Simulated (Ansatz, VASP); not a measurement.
**InO in VASP and in Ansatz**

INCAR

```
PREC = Accurate
ENCUT = 520
EDIFF = 1E-7
ISMEAR = 0
SIGMA = 0.03
LREAL = False
LASPH = True
NELM = 80
ALGO = Normal
ISIF = 2
LWAVE = False
LCHARG = True
GGA = PE
LELF = True
LVHAR = True
NBANDS = 27
```

KPOINTS

```
Automatic mesh
0
Gamma
  12 12 2
```

The input POSCAR:

```
InO
1.0
    3.5917583534      0.0000000000      0.0000000000
   -1.7958791767      3.1105539782      0.0000000000
    0.0000000000      0.0000000000     14.6069320000
In O
2 2
Direct
    0.6666666667      0.3333333333      0.5900210000
    0.6666666667      0.3333333333      0.4099790000
    0.0000000000      0.0000000000      0.6398670000
    0.0000000000      0.0000000000      0.3601330000
```

Input for Ansatz:

```yaml
crystal:
  lattice:
    - [3.5917583534, 0.0, 0.0]
    - [-1.7958791767, 3.1105539782, 0.0]
    - [0.0, 0.0, 14.606932]
  atoms:
    - { symbol: In, position: [0.6666666667, 0.3333333333, 0.590021] }
    - { symbol: In, position: [0.6666666667, 0.3333333333, 0.409979] }
    - { symbol: O, position: [0.0, 0.0, 0.639867] }
    - { symbol: O, position: [0.0, 0.0, 0.360133] }
basis:
  ecutwfc: 420
kpoints:
  mp_grid: { grid: [12, 12, 2] }
hamiltonian:
  xc: pbe
scf:
  occupations: { method: gaussian, width: 0.03 }
output:
  forces: true
  stress: true
  eigenvalues: true
```

Change from the starting cell: strain +0.040 along x and y, -0.080 along z, atoms carried along.

Alike in both runs: task single point; functional PBE; k mesh 12 × 12 × 2; occupations gaussian, width 0.03 eV; no spin polarisation.

|  | VASP | Ansatz |
| --- | --- | --- |
| version | VASP 6.6.1 | Ansatz 0.2.0 |
| potentials or method | VASP PAW PBE potentials, release 64 (In_d, O), cutoff 520 eV | scalar-relativistic, plane waves, PAW |
| valence electrons in the cell | 38 | 38 |

|  | VASP | Ansatz | Ansatz less VASP |
| --- | --- | --- | --- |
| gap on the k mesh at the Fermi level (eV) | 0.36 | 0.38 | +0.016 |
| least direct gap on the mesh (eV) | 0.91 | 0.92 | +0.010 |
| rms of the force components (eV/Å) | 0.657 | 0.669 | +0.0119 |

Atom by atom the forces differ by 0.016 eV/Å (rms over components). With one functional, cell and mesh, what is left measures potentials, basis and numerics.
